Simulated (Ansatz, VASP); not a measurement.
# Ti: VASP beside Ansatz

```
Ti
1.0
     2.95485    0.00000    0.00000
    -1.47743    2.55898    0.00000
     0.00000    0.00000    9.45560
Ti
4
Direct
  0.00000 0.00000 0.00000
  0.00000 0.00000 0.50000
  0.33333 0.66667 0.25000
  0.66667 0.33333 0.75000
```

Alike in both runs: task single point; functional revPBE; k mesh 14 × 14 × 4; occupations fermi-dirac, width 0.1 eV; no spin polarisation.

```csv
,VASP,Ansatz
version,VASP 6.6.1,Ansatz 0.2.0
potentials or method,"VASP PAW PBE potentials, release 64 (Ti_sv), cutoff 520 eV","plane waves (420 eV) with PAW, scalar-relativistic"
valence electrons in the cell,48,48
```

|  | VASP | Ansatz | Ansatz less VASP |
| --- | --- | --- | --- |
| pressure (GPa) | -0.2 | 0.0 | +0.23 |

VASP's potentials were made for PBE, not for revPBE.
